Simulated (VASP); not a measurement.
# WS2 in VASP: single point with PBE+D3(BJ)

Aim: the single point of WS2 with PBE+D3(BJ).

All numbers are computed with VASP 6.6.1; they aren't measurements. Logs are shortened: lines on timing, memory, paths and dates and some standing lists are left out, and cuts for length are marked.

## 1. The cell of the first run

The cell holds a slab with vacuum, 3 atoms: a = 3.160 Å, b = 3.160 Å, c = 16.939 Å, α = 90.00°, β = 90.00°, γ = 120.00°.

## 2. Single point, PBE+D3(BJ)

The input, INCAR:

```
SYSTEM = WS2
ALGO = Normal ; EDIFF = 1E-7
ENCUT = 520 ; GGA = PE
ISIF = 2 ; ISMEAR = 0
IVDW = 12 ; LASPH = .True.
LCHARG = .True. ; LELF = .True.
LREAL = .False. ; LVHAR = .True.
LWAVE = .False. ; NBANDS = 20
NELM = 60 ; PREC = Accurate
SIGMA = 0.05
```

The input, KPOINTS:

```
k-points
0
Gamma
  12 12 2
  0 0 0
```

The input, POSCAR:

```
WS2
1.0
    3.1597167055      0.0000000000      0.0000000000
   -1.5798583527      2.7363949357      0.0000000000
    0.0000000000      0.0000000000     16.9394647289
W S
1 2
Direct
    0.3333333333      0.6666666667      0.0000000000
    0.6666666667      0.3333333333      0.9069626068
    0.6666666667      0.3333333333      0.0930373932
```

Potentials or basis: VASP PAW PBE potentials, release 64 (W_sv, S).

Started as:

```
cat potpaw_PBE.64/W_sv/POTCAR potpaw_PBE.64/S/POTCAR > POTCAR
mpirun -np 1 vasp_std > vasp.out
```

OUTCAR:

```text
SYSTEM = WS2
   EDIFF = 1E-7
   ENCUT = 520
   GGA = PE
   ISIF = 2
   ISMEAR = 0
   IVDW = 12
   LASPH = .True.
   LREAL = .False.
   NELM = 60
   PREC = Accurate
 IVDW          = 12

 ion  position               nearest neighbor table
   1  0.333  0.667  0.000-   2 2.41   3 2.41   2 2.41   3 2.41   2 2.41   3 2.41
   2  0.667  0.333  0.907-   1 2.41   1 2.41   1 2.41
   3  0.667  0.333  0.093-   1 2.41   1 2.41   1 2.41

  LATTYP: Found a hexagonal cell.
 ALAT       =     3.1597167055
 C/A-ratio  =     5.3610707249

  Lattice vectors:

 A1 = (   3.1597167055,   0.0000000000,   0.0000000000)
 A2 = (  -1.5798583527,   2.7363949357,   0.0000000000)
 A3 = (   0.0000000000,   0.0000000000,  16.9394647289)

Analysis of symmetry for initial positions (statically):
=====================================================================
 Subroutine PRICEL returns:
 Original cell was already a primitive cell.

 Routine SETGRP: Setting up the symmetry group for a
 hexagonal supercell.

 Subroutine GETGRP returns: Found 12 space group operations
 (whereof 12 operations were pure point group operations)
 out of a pool of 24 trial point group operations.

The static configuration has the point symmetry D_3h.

Analysis of symmetry for dynamics (positions and initial velocities):
=====================================================================
 Subroutine PRICEL returns:
 Original cell was already a primitive cell.

 Routine SETGRP: Setting up the symmetry group for a
 hexagonal supercell.

 Subroutine GETGRP returns: Found 12 space group operations
 (whereof 12 operations were pure point group operations)
 out of a pool of 24 trial point group operations.

The dynamic configuration has the point symmetry D_3h.

 Subroutine INISYM returns: Found 12 space group operations
 (whereof 12 operations are pure point group operations),
 and found     1 'primitive' translations

----------------------------------------------------------------------------------------

                                     Primitive cell

  volume of cell :     146.4626

  direct lattice vectors                    reciprocal lattice vectors
     3.159716706  0.000000000  0.000000000     0.316484069  0.182722162  0.000000000
[... 84 lines left out ...]
   LSORBIT =      F    spin-orbit coupling
   LASPH  =      T    aspherical Exc in radial PAW
   ENCUT  =  520.0 eV  38.22 Ry    6.18 a.u.   5.87  5.87 31.50*2*pi/ulx,y,z
   NELM   =     60;   NELMIN=  2; NELMDL= -5     # of ELM steps
   EDIFF  = 0.1E-06   stopping-criterion for ELM
   LREAL  =      F    real-space projection
   EDIFFG = 0.1E-05   stopping-criterion for IOM
   NSW    =      0    number of steps for IOM
   IBRION =     -1    ionic relax: 0-MD 1-quasi-New 2-CG
   NFREE  =      0    steps in history (QN), initial steepest desc. (CG)
   ISIF   =      2    stress and relaxation
   ISYM   =      2    0-nonsym 1-usesym 2-fastsym
   POTIM  = 0.5000    time-step for ionic-motion
   TEBEG  =    0.0;   TEEND  =   0.0 temperature during run
   PSTRESS=    0.0 pullay stress
   NELECT =      26.0000    total number of electrons
   NUPDOWN=      -1.0000    fix difference up-down
   EMIN   =  10.00;   EMAX   =-10.00  energy-range for DOS
   EFERMI =   0.00;   METHOD = LEGACY
   ISMEAR =     0;   SIGMA  =   0.05  broadening in eV -4-tet -1-fermi 0-gaus
   EFERMI_NEDOS =   21; number of points for ismear=-14 and -15
   IALGO  =     38    algorithm
   IMIX   =      4    mixing-type and parameters
     AMIX     =   0.40;   BMIX     =  1.00
     AMIX_MAG =   1.60;   BMIX_MAG =  1.00
  volume/ion in A,a.u.               =      48.82       329.46
  Fermi-wavevector in a.u.,A,eV,Ry     =   0.920076  1.738692 11.517876  0.846540
  Thomas-Fermi vector in A             =   2.045341
   LORBIT       =      0    0 simple, 1 ext, 2 COOP (PROOUT), +10 PAW based schemes
   GGA     = PE    functional components
   LHFCALC =     F    Hartree Fock is set to
   AEXX    =    0.0000 exact exchange contribution
   IVDW    =    12    specifies the selected vdW correction
   LEPSILON=     F    determine dielectric tensor
   LRPA    =     F    only Hartree local field effects (RPA)
 non-spin polarized calculation
 Gauss-broadening in eV      SIGMA  =   0.05
  energy-cutoff  :      520.00
  volume of cell :      146.46
 maximum number of plane-waves:      3986
 NGX is ok and might be reduce to    24
   NGX = 11   NGY = 11   NGZ = 63

 number of electron      25.9999999 magnetization

 Free energy of the ion-electron system (eV)
  ---------------------------------------------------
  ext. energy  EPLUGINS =         0.00000000
  ---------------------------------------------------
  free energy    TOTEN  =       -23.66661409 eV

  energy without entropy =      -23.66661409  energy(sigma->0) =      -23.66661409

 E-fermi :  -0.7096     XC(G=0):  -4.5876

 val. band max:       -1.1108935043   @ k =   0.3333   0.3333   0.0000
 cond. band min:       0.8114291931   @ k =   0.3333   0.3333   0.0000
 fundamental gap:      1.9223226974
 Fermi energy:        -0.7096295732

 k-point     1 :       0.0000    0.0000    0.0000
  band No.  band energies     occupation
      1     -75.1189      2.00000
      2     -39.3700      2.00000
      3     -39.1966      2.00000
      4     -39.1966      2.00000
      5     -15.9328      2.00000
      6     -14.3088      2.00000
[... 541 lines left out ...]
     19       6.0241      0.00000
     20       6.2380      0.00000

 [... further k-points ...]

------------------------ aborting loop because EDIFF is reached ----------------------------------------

 Edisp (eV)   -0.93226

 E8    (eV) :    -0.4184

  FORCE on cell =-STRESS in cart. coord.  units (eV):
  Direction    XX          YY          ZZ          XY          YZ          ZX
  --------------------------------------------------------------------------------------
  -------------------------------------------------------------------------------------
  Total      -0.02194    -0.02194    -0.03104    -0.00000     0.00000    -0.00000
  in kB      -0.24001    -0.24001    -0.33958    -0.00000     0.00000    -0.00000
  external pressure =       -0.27 kB  Pullay stress =        0.00 kB

 VOLUME and BASIS-vectors are now :
 -----------------------------------------------------------------------------
  energy-cutoff  :      520.00
  volume of cell :      146.46
      direct lattice vectors                 reciprocal lattice vectors
     3.159716706  0.000000000  0.000000000     0.316484069  0.182722162  0.000000000
    -1.579858353  2.736394936  0.000000000     0.000000000  0.365444325  0.000000000
     0.000000000  0.000000000 16.939464729     0.000000000  0.000000000  0.059033743

 POSITION                                       TOTAL-FORCE (eV/Angst)
 -----------------------------------------------------------------------------------
     -0.00000      1.82426      0.00000        -0.000000      0.000000     -0.000000
      1.57986      0.91213     15.36346         0.000000     -0.000000     -0.002917
      1.57986      0.91213      1.57600         0.000000     -0.000000      0.002917
 -----------------------------------------------------------------------------------
    total drift:                               -0.000000      0.000000     -0.000000

  FREE ENERGIE OF THE ION-ELECTRON SYSTEM (eV)
  ---------------------------------------------------
  free  energy   TOTEN  =       -24.5988710190 eV

  energy  without entropy=      -24.5988710190  energy(sigma->0) =      -24.59887102
```

stdout:

```text
POSCAR found type information on POSCAR W S
 POSCAR found :  2 types and       3 ions
 scaLAPACK will be used
 LDA part: xc-table for (Slater+PW92), standard interpolation
 POSCAR, INCAR and KPOINTS ok, starting setup
 FFT: planning ... GRIDC
 FFT: planning ... GRID_SOFT
 FFT: planning ... GRID
 WAVECAR not read
 entering main loop
```

It took 3.5 min on 1 thread of Intel Xeon Platinum 8375C at 2.90GHz (Ice Lake), shared host; peak memory 0.3 GiB.

Results:

* Free energy: -24.5989 eV
* Band gap on the k mesh: 1.92 eV
* Dispersion energy per atom: -0.311 eV

Forces in eV/Å, atoms in the order of the input:
```
W    0.000  0.000  0.000
S    0.000  0.000 -0.003
S    0.000  0.000  0.003
```

Caveat: there is no dipole correction, which matters where the two faces differ; spin-orbit coupling is left out, which moves the levels of the heavy elements.
